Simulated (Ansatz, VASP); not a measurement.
SnSe in VASP and in Ansatz

Contents of INCAR:

```
PREC = Accurate ; ENCUT = 520
EDIFF = 1E-8 ; ISMEAR = -1
SIGMA = 0.02 ; LREAL = F
LASPH = T ; NELM = 80
ALGO = Normal ; ISIF = 2
LWAVE = F ; LCHARG = F
LEFG = T ; NBANDS = 17
```

The input KPOINTS:

```
regular mesh
0
Gamma
  9 9 9
```

Contents of POSCAR:

```
SnSe
1.0
    0.0000000000      3.0100000000      3.1003000000
    3.0100000000      0.0000000000      3.1003000000
    3.0100000000      3.0100000000      0.0000000000
Sn Se
1 1
Direct
    0.0000000000      0.0000000000      0.0000000000
    0.5000000000      0.5000000000      0.5000000000
```

Input for Ansatz:

```yaml
crystal:
  lattice:
    - [0.0, 3.01, 3.1003]
    - [3.01, 0.0, 3.1003]
    - [3.01, 3.01, 0.0]
  atoms:
    - { symbol: Sn, position: [0.0, 0.0, 0.0] }
    - { symbol: Se, position: [0.5, 0.5, 0.5] }
kpoints:
  mp_grid: { grid: [9, 9, 9] }
scf:
  occupations: { method: fermi_dirac, width: 0.02 }
hamiltonian:
  xc: lda
  pseudopotentials: { kind: all_electron, datasets: crystal }
output:
  forces: true
  stress: true
  eigenvalues: true
  efg: { contact_densities: true }
```

Change from the starting cell: zz strain of +3 %, crystal datasets.

Alike in both runs: task electric field gradients; functional LDA; k mesh 9 × 9 × 9; occupations fermi-dirac, width 0.02 eV; no spin polarisation.

```csv
,VASP,Ansatz
version,VASP 6.6.1,Ansatz 0.2.0
potentials or method,"VASP PAW LDA potentials, release 64 (Sn_d, Se), cutoff 520 eV","all-electron PAW with datasets made for the crystal, scalar-relativistic"
```

Ansatz gave:

```
pressure (GPa)                                                : -4.4
traceless stress, the component that is largest in VASP (GPa) : -1.76
size of Vzz on the site where it differs most (V/Å²)          : 42.5
```

Question: Which values does VASP return?

Answer: Pressure (GPa): -4.3; traceless stress, the component that is largest in VASP (GPa): -1.78; size of Vzz on the site where it differs most (V/Å²): 41.0.

LDA's correlation is that of Perdew and Zunger in VASP and of Perdew and Wang (1992) in Ansatz. Ansatz ran all-electron here, and VASP with PAW potentials.
